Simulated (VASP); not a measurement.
Input of a VASP 6.6.1 run:

File INCAR:

```
SYSTEM = Pb
PREC = Accurate ; ENCUT = 520
EDIFF = 1E-7 ; ISMEAR = 0
SIGMA = 0.1 ; LREAL = .False.
LASPH = .True. ; NELM = 80
ALGO = Fast ; ISIF = 2
LWAVE = .False. ; LCHARG = .True.
GGA = PE ; LELF = .True.
LVHAR = .True. ; NBANDS = 21
```

The input KPOINTS:

```
regular mesh
0
Gamma
  20 20 20
  0 0 0
```

Contents of POSCAR:

```
Pb
1.0
    0.0000000000      3.0029594190      6.2950729284
    1.7531396204      0.0000000000      6.2950729284
    1.7531396204      3.0029594190      0.0000000000
Pb
2
Direct
    0.1347991515      0.1347991515      0.8652008485
    0.8652008485      0.8652008485      0.1347991515
```

Potentials or basis: VASP PAW PBE potentials, release 64 (Pb_d).

Launch:

```console
$ cat potpaw_PBE.64/Pb_d/POTCAR > POTCAR
$ mpirun -np 1 vasp_std > vasp.out
```

Problem. Predict the band gap on the k mesh.

Solution. Zero (bands 14 and 15 overlap by 7.00 eV).

Problem. Predict the largest force.

Solution. 0.006 eV/Å.

Problem. Predict the pressure.

Solution. -0.1 GPa.

Forces on the atoms (eV/Å):
```
Pb   0.000  0.000 -0.006
Pb   0.000  0.000  0.006
```

Caveat: spin-orbit coupling is left out, which moves the levels of the heavy elements.
